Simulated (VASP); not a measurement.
Write the native input for VASP 6.6.1 that does the following.

```
Task                               : single point
Functional                         : PBE0
Potentials or basis                : VASP PAW PBE potentials, release 64 (Zn)
Cutoff                             : 520 eV
k mesh                             : 6 × 6 × 3
Occupations                        : fermi-dirac, width 0.05 eV
Spin                               : no spin polarisation
Dipole correction                  : no
Grid for exact exchange (PRECFOCK) : Normal
Further INCAR settings             : ALGO = Normal; EDIFF = 1e-06; NBANDS = 19
```

Crystal: Zn.

```
Zn
1.0
     2.67000    0.00000    0.00000
    -1.33500    2.31229    0.00000
     0.00000    0.00000    4.96600
Zn
2
Cartesian
  1.3350 0.7708 3.7245
  0.0000 1.5415 1.2415
```

One way to write it, as run:

POSCAR

```
Zn
1.0
    2.6700000000      0.0000000000      0.0000000000
   -1.3350000000      2.3122878281      0.0000000000
    0.0000000000      0.0000000000      4.9660000000
Zn
2
Direct
    0.6666666667      0.3333333333      0.7500000000
    0.3333333333      0.6666666667      0.2500000000
```

INCAR.step1

```
SYSTEM = Zn
  PREC = Accurate
  ENCUT = 520
  EDIFF = 1E-5
  ISMEAR = -1
  SIGMA = 0.05
  LREAL = .FALSE.
  LASPH = .TRUE.
  NELM = 80
  ALGO = Normal
  ISIF = 2
  LWAVE = .TRUE.
  LCHARG = .FALSE.
  GGA = PE
  NBANDS = 19
```

INCAR.step2

```
SYSTEM = Zn
  PREC = Accurate
  ENCUT = 520
  EDIFF = 1E-6
  ISMEAR = -1
  SIGMA = 0.05
  LREAL = .FALSE.
  LASPH = .TRUE.
  NELM = 80
  ALGO = Normal
  ISIF = 2
  LWAVE = .FALSE.
  LCHARG = .FALSE.
  GGA = PE
  LHFCALC = .TRUE.
  AEXX = 0.25
  PRECFOCK = Normal
  ISTART = 1
  NBANDS = 19
```

KPOINTS

```
Automatic mesh
0
G
  6 6 3
  0 0 0
```

Potentials or basis: VASP PAW PBE potentials, release 64 (Zn).

Command:

```bash
$ cat potpaw_PBE.64/Zn/POTCAR > POTCAR
$ cp INCAR.step1 INCAR
$ mpirun -np 1 vasp_std > vasp.out
$ cp INCAR.step2 INCAR
$ mpirun -np 1 vasp_std > vasp.out
```

Results of the run:

- Pressure: -0.8 GPa
- Band gap on the k mesh: zero (band 12 reaches 3.97 eV, above the bottom of band 13 at -1.00 eV)

Caveat: the k points lie up to 0.45 Å⁻¹ apart; the PAW data sets were made with another functional, which shifts forces and pressure a little.

It took 13 min on 1 thread of Intel(R) Xeon(R) Platinum 8488C (Sapphire Rapids), with other jobs on the host, peak memory 0.15 GiB.
